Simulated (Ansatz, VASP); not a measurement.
## In3GaAs4 in VASP and in Ansatz

The input INCAR:

```
SYSTEM = In3GaAs4
PREC = Accurate ; ENCUT = 520
EDIFF = 1E-6 ; ISMEAR = -1
SIGMA = 0.02 ; LREAL = .FALSE.
LASPH = .TRUE. ; NELM = 80
ALGO = Normal ; ISIF = 2
LWAVE = .FALSE. ; LCHARG = .FALSE.
GGA = PE ; NBANDS = 46
```

KPOINTS

```
Automatic mesh
0
G
  6 6 4
  0 0 0
```

File POSCAR:

```
In3GaAs4
1.0
    7.0322728956     -2.1201931441      0.0037735356
    7.0322728956      2.1201931441      0.0037735356
   -1.2747132199      0.0000000000      7.2411289911
Ga In As
1 3 4
Direct
    0.0001831336      0.0001831336     -0.0008318715
    0.4999822234      0.4999822234      0.4998718311
    0.2521196505      0.2521196505      0.7558070106
    0.7473556576      0.7473556576      0.2441561133
    0.5564115541      0.5564115541      0.1707803058
    0.0613991569      0.0613991569      0.7023865885
    0.8226838156      0.8226838156      0.9413344505
    0.3098648082      0.3098648082      0.4364955717
```

Input for Ansatz:

```yaml
crystal:
  lattice:
    - [7.0322728956, -2.1201931441, 0.0037735356]
    - [7.0322728956, 2.1201931441, 0.0037735356]
    - [-1.2747132199, 0.0, 7.2411289911]
  atoms:
    - { symbol: Ga, position: [0.0001831336, 0.0001831336, -0.0008318715] }
    - { symbol: In, position: [0.4999822234, 0.4999822234, 0.4998718311] }
    - { symbol: In, position: [0.2521196505, 0.2521196505, 0.7558070106] }
    - { symbol: In, position: [0.7473556576, 0.7473556576, 0.2441561133] }
    - { symbol: As, position: [0.5564115541, 0.5564115541, 0.1707803058] }
    - { symbol: As, position: [0.0613991569, 0.0613991569, 0.7023865885] }
    - { symbol: As, position: [0.8226838156, 0.8226838156, 0.9413344505] }
    - { symbol: As, position: [0.3098648082, 0.3098648082, 0.4364955717] }
kpoints:
  mp_grid: { grid: [6, 6, 4] }
  band_path:
    path:
      - [[0.0, 0.0, 0.0], [-0.2734245664345, 0.2734245664345, -4.106957577065e-18]]
      - [[0.2734245664345, 0.7265754335655, 3.974433266881e-18], [0.5, 0.5, 3.974433266881e-18], [0.0, 0.0, 0.0], [0.5, 0.5, -0.5], [0.265679642271, 0.734320357729, -0.5]]
      - [[-0.265679642271, 0.265679642271, -0.5], [1.227591986728e-20, 2.240593884567e-20, -0.5], [0.0, 0.0, 0.0]]
      - [[-4.125648488064e-17, 0.5, -0.5], [0.0, 0.0, 0.0], [-5.625540769502e-17, 0.5, 1.987216633441e-18]]
    npoints: 10
hamiltonian:
  xc: pbe
scf:
  occupations: { method: fermi_dirac, width: 0.02 }
  n_extra_bands: 6
output:
  forces: true
  stress: true
  eigenvalues: true
  write_density: true
  write_potential: true
  elf: true
  volumetric_format: npy
```

Alike in both runs: task single point; functional PBE; k mesh 6 × 6 × 4; occupations fermi-dirac, width 0.02 eV; no spin polarisation.

```csv
,VASP,Ansatz
version,VASP 6.6.1,Ansatz 0.2.0
potentials or method,"VASP PAW PBE potentials, release 64 (Ga_d, In_d, As)","plane waves, PAW"
plane-wave cutoff (eV),520,420
valence electrons in the cell,72,112
```

```tsv
	VASP	Ansatz	Ansatz less VASP
pressure (GPa)	2.3	2.2	-0.09
rms of the force components (eV/Å)	0.016	0.015	-0.0012
```

Atom by atom the forces differ by 0.002 eV/Å (rms over components). With one functional, cell and mesh, what is left measures potentials, basis and numerics. VASP's potentials hold 72 valence electrons a cell and Ansatz's 112, so a difference there can come from the potentials and not from the codes.
